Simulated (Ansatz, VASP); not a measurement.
# Two plane-wave programs on Zr

INCAR

```
SYSTEM = Zr
PREC     = Accurate       ! precision mode
ENCUT    = 600            ! plane-wave cutoff, eV
EDIFF    = 1E-6           ! SCF threshold, eV
ISMEAR   = -1             ! smearing method
SIGMA    = 0.15           ! smearing width, eV
LREAL    = .FALSE.        ! projectors in reciprocal space
LASPH    = .TRUE.         ! aspherical terms in the spheres
NELM     = 80             ! most SCF steps
ALGO     = Fast           ! electronic algorithm
ISIF     = 3              ! what is computed and relaxed
LWAVE    = .FALSE.        ! write WAVECAR
LCHARG   = .FALSE.        ! write CHGCAR
GGA      = PE             ! functional
IBRION   = 2              ! ionic algorithm
NSW      = 80             ! ionic steps
EDIFFG   = -0.001         ! ionic threshold
```

Contents of KPOINTS:

```
regular mesh
0
G
  15 15 8
  0 0 0
```

POSCAR

```
Zr
1.0
    3.2327898565      0.0000000000      0.0000000000
   -1.6163949283      2.7996781408      0.0000000000
    0.0000000000      0.0000000000      5.1691199290
Zr
2
Direct
    0.3333333333      0.6666666667      0.2500000000
    0.6666666667      0.3333333333      0.7500000000
```

Input for Ansatz:

```yaml
crystal:
  lattice:
    - [3.2327898557, 0.0, 0.0]
    - [-1.6163949279, 2.7996781401, 0.0]
    - [0.0, 0.0, 5.1691199304]
  atoms:
    - { symbol: Zr, position: [0.3333333333, 0.6666666667, 0.25] }
    - { symbol: Zr, position: [0.6666666667, 0.3333333333, 0.75] }
basis:
  ecutwfc: 420
kpoints:
  mp_grid: { grid: [15, 15, 8] }
hamiltonian:
  xc: pbe
scf:
  occupations: { method: fermi_dirac, width: 0.15 }
output:
  forces: true
  stress: true
  eigenvalues: true
relax:
  adjacent_minimum: "off"
  f_tol: 0.001
  max_steps: 60
  cell: { stress_tol: 0.01 }
```

Alike in both runs: task relaxation of cell and atoms; functional PBE; k mesh 15 × 15 × 8; occupations fermi-dirac, width 0.15 eV; no spin polarisation.

|  | VASP | Ansatz |
| --- | --- | --- |
| version | VASP 6.6.1 | Ansatz 0.2.0 |
| potentials or method | VASP PAW PBE potentials, release 64 (Zr_sv), cutoff 600 eV | scalar-relativistic, plane waves, PAW |
| valence electrons in the cell | 24 | 24 |

```tsv
	VASP	Ansatz	Ansatz less VASP
gap on the k mesh at the Fermi level, each at its own relaxed structure (eV)	none	none	-
relaxed volume (Å³/atom)	23.44	23.43	-0.008
relaxed length of the cell vector where the two differ most in proportion (Å)	3.229	3.228	-0.0006
```

A gap of «none» marks a metal or a gap that the smearing closes.
